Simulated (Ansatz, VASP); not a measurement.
**Two plane-wave programs on Si4O**

```
Si O
1.0
    -2.07522    2.07522    3.80196
     2.07522   -2.07522    3.80196
     2.07522    2.07522   -3.80196
Si O
4 1
Cartesian
  0.0000 0.0000 5.6889
  0.0000 2.0752 0.0000
  2.0752 0.0000 0.0000
  0.0000 0.0000 1.9150
  0.0000 0.0000 0.0000
```

Change from the starting cell: species swapped into the PbF4 type (I4/mmm, No. 139).

Alike in both runs: task relaxation of cell and atoms; functional PBE; k mesh 6 × 6 × 6; occupations gaussian, width 0.1 eV; no spin polarisation.

|  | VASP | Ansatz |
| --- | --- | --- |
| version | VASP 6.6.1 | Ansatz 0.2.0 |
| potentials or method | VASP PAW PBE potentials, release 64 (Si, O), cutoff 600 eV | scalar-relativistic, plane waves, PAW |
| valence electrons in the cell | 22 | 22 |

VASP gave:

| Quantity | Value |
| --- | --- |
| gap on the k mesh at the Fermi level, each at its own relaxed structure (eV) | none |
| relaxed volume (Å³/atom) | 14.90 |
| relaxed length of the cell vector where the two differ most in proportion (Å) | 5.453 |

Q: Estimate Ansatz's values.

A: gap on the k mesh at the Fermi level, each at its own relaxed structure (eV): none; relaxed volume (Å³/atom): 15.05; relaxed length of the cell vector where the two differ most in proportion (Å): 5.496.

A gap of «none» marks a metal or a gap that the smearing closes.
